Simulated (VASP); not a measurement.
# LiF (Griceite) (Fm-3m) in VASP: a series of runs, part 2 of 2

VASP 6.6.1. Earlier steps stand in the parts before.

## (5) Single point, r2SCAN, collinear spin, ferromagnetic start

POSCAR

```
LiF
1.0
    0.0000000000      2.0140000000      2.0140000000
    2.0140000000      0.0000000000      2.0140000000
    2.0140000000      2.0140000000      0.0000000000
F Li
1 1
Direct
    0.5000000000      0.5000000000      0.5000000000
    0.0000000000      0.0000000000      0.0000000000
```

INCAR.step1

```
SYSTEM = LiF
ALGO = Normal
EDIFF = 1E-4
ENCUT = 520
GGA = PE
ISMEAR = 0
ISPIN = 2
LASPH = .True.
LCHARG = .False.
LREAL = .False.
LWAVE = .True.
MAGMOM = 0.5 0
NBANDS = 16
NELM = 150
PREC = Accurate
SIGMA = 0.02
```

INCAR.step2

```
SYSTEM = LiF
ALGO = Normal
EDIFF = 1E-6
ENCUT = 520
ISIF = 2
ISMEAR = 0
ISPIN = 2
ISTART = 1
LASPH = .True.
LCHARG = .False.
LMIXTAU = .True.
LORBIT = 11
LREAL = .False.
LWAVE = .False.
MAGMOM = 0.5 0
METAGGA = R2SCAN
NBANDS = 16
NELM = 150
PREC = Accurate
SIGMA = 0.02
```

KPOINTS

```
k-points
0
Gamma
  11 11 11
  0 0 0
```

Potentials or basis: VASP PAW PBE potentials, release 64 (F, Li_sv).

Started as:

```bash
$ cat potpaw_PBE.64/F/POTCAR potpaw_PBE.64/Li_sv/POTCAR > POTCAR
$ cp INCAR.step1 INCAR
$ mpirun -np 1 vasp_std > vasp.out
$ cp INCAR.step2 INCAR
$ mpirun -np 1 vasp_std > vasp.out
```

OUTCAR:

```text
SYSTEM = LiF
   EDIFF = 1E-6
   ENCUT = 520
   ISIF = 2
   ISMEAR = 0
   ISPIN = 2
   ISTART = 1
   LASPH = .True.
   LORBIT = 11
   LREAL = .False.
   METAGGA = R2SCAN
   NELM = 150
   PREC = Accurate

 ion  position               nearest neighbor table
   1  0.500  0.500  0.500-   2 2.01   2 2.01   2 2.01   2 2.01   2 2.01   2 2.01
   2  0.000  0.000  0.000-   1 2.01   1 2.01   1 2.01   1 2.01   1 2.01   1 2.01

  LATTYP: Found a face centered cubic cell.
 ALAT       =     4.0280000000

  Lattice vectors:

 A1 = (   0.0000000000,   2.0140000000,   2.0140000000)
 A2 = (   2.0140000000,   0.0000000000,   2.0140000000)
 A3 = (   2.0140000000,   2.0140000000,   0.0000000000)

Analysis of symmetry for initial positions (statically):
=====================================================================
 Subroutine PRICEL returns:
 Original cell was already a primitive cell.

 Routine SETGRP: Setting up the symmetry group for a
 face centered cubic supercell.

 Subroutine GETGRP returns: Found 48 space group operations
 (whereof 48 operations were pure point group operations)
[... 651 lines left out ...]
  band No.  band energies     occupation
      1     -43.7088      1.00000
      2     -22.7359      1.00000
      3      -1.6386      1.00000
      4      -1.6386      1.00000
      5      -1.6386      1.00000
      6       8.6268      0.00000
[... 435 lines left out ...]
      5      -1.7233      1.00000
      6      10.4961      0.00000
[... 8 lines left out ...]
     15      39.4157      0.00000
     16      39.5091      0.00000

 [... further k-points ...]
[... 5 lines left out ...]
  --------------------------------------------------------------------------------------
  -------------------------------------------------------------------------------------
  Total       -0.3050253     -0.3050253     -0.3050253      0.0000000      0.0000000     -0.0000000
  in kB      -29.9114865    -29.9114865    -29.9114865      0.0000000      0.0000000     -0.0000000
  external PRESSURE =     -29.9114865 kB  Pullay stress =       0.0000000 kB

 VOLUME and BASIS-vectors are now :
 -----------------------------------------------------------------------------
  energy-cutoff  :      520.00
  volume of cell :       16.34
      direct lattice vectors                 reciprocal lattice vectors
     0.000000000  2.014000000  2.014000000    -0.248262165  0.248262165  0.248262165
     2.014000000  0.000000000  2.014000000     0.248262165 -0.248262165  0.248262165
     2.014000000  2.014000000  0.000000000     0.248262165  0.248262165 -0.248262165

 POSITION                                       TOTAL-FORCE (eV/Angst)
 -----------------------------------------------------------------------------------
      2.01400      2.01400      2.01400         0.000000      0.000000     -0.000000
      0.00000      0.00000      0.00000        -0.000000     -0.000000      0.000000
 -----------------------------------------------------------------------------------
    total drift:                               -0.000000     -0.000000      0.000000

  FREE ENERGIE OF THE ION-ELECTRON SYSTEM (eV)
  ---------------------------------------------------
  free  energy   TOTEN  =       -11.8990874329 eV

  energy  without entropy=      -11.8990874329  energy(sigma->0) =      -11.89908743

 total charge

# of ion       s       p       d       tot
------------------------------------------
    1        1.732   4.435   0.000   6.167
    2        2.012   0.015   0.000   2.028
--------------------------------------------------
tot          3.745   4.450   0.000   8.194

 magnetization (x)

# of ion       s       p       d       tot
------------------------------------------
    1       -0.000  -0.000   0.000  -0.000
    2        0.000  -0.000   0.000  -0.000
--------------------------------------------------
tot          0.000  -0.000   0.000  -0.000
```

OUTCAR.step1:

```text
SYSTEM = LiF
   EDIFF = 1E-4
   ENCUT = 520
   GGA = PE
   ISMEAR = 0
   ISPIN = 2
[... 1159 lines left out ...]
      2.01400      2.01400      2.01400        -0.000000     -0.000000     -0.000000
      0.00000      0.00000      0.00000         0.000000      0.000000      0.000000
 -----------------------------------------------------------------------------------
    total drift:                               -0.000000     -0.000000      0.000000

  FREE ENERGIE OF THE ION-ELECTRON SYSTEM (eV)
  ---------------------------------------------------
  free  energy   TOTEN  =        -9.6374994585 eV

  energy  without entropy=       -9.6374994585  energy(sigma->0) =       -9.63749946
```

Wall time 57 s (1 thread of Intel Xeon Platinum 8375C at 2.90GHz (Ice Lake), shared host); peak memory 0.15 GiB.

What came out:

```
Free energy                                           : -11.8991 eV
Band gap on the k mesh                                : 10.27 eV, direct
Net moment                                            : 0.00 μB per cell
Valence electrons inside the program's atomic spheres : F 6.17; Li 2.03
```

Caveat: the cutoff is under 1.25 times the usual one of these potentials, so pressure, stress and relaxed cells hold a basis-set (Pulay) error; the PAW data sets were made with another functional, which shifts forces and pressure a little. A k mesh can miss the band edges.

## (6) Overview

| level | spin | k mesh | smearing | grid for exact exchange (PRECFOCK) | share of exact exchange | screening parameter | gap on the mesh (eV) | moment (μB) |
| --- | --- | --- | --- | --- | --- | --- | --- | --- |
| PBE-based screened hybrid | off | 6 × 6 × 6 | fermi-dirac 0.05 eV | Normal | 0.3 | 0.2 1/Å | 11.88 | - |
| PBE-based screened hybrid | off | 6 × 6 × 6 | fermi-dirac 0.05 eV | Normal | 0.5 | 0.2 1/Å | 13.78 | - |
| BLYP+D4 | collinear, ferromagnetic start | 11 × 11 × 11 | gaussian 0.02 eV | - | - | - | 9.28 | 0.00 |
| r2SCAN | collinear, ferromagnetic start | 11 × 11 × 11 | gaussian 0.02 eV | - | - | - | 10.27 | 0.00 |

Alike in all rows: task single point; potentials or basis VASP PAW PBE potentials, release 64 (F, Li_sv); cell as given; cutoff (eV) 520.

Caveats: some runs use coarse meshes; the cutoff is under 1.25 times the usual one of these potentials, so pressure, stress and relaxed cells hold a basis-set (Pulay) error; the PAW data sets were made with another functional, which shifts forces and pressure a little.

Absolute energies hang on the potentials; compare differences alone.
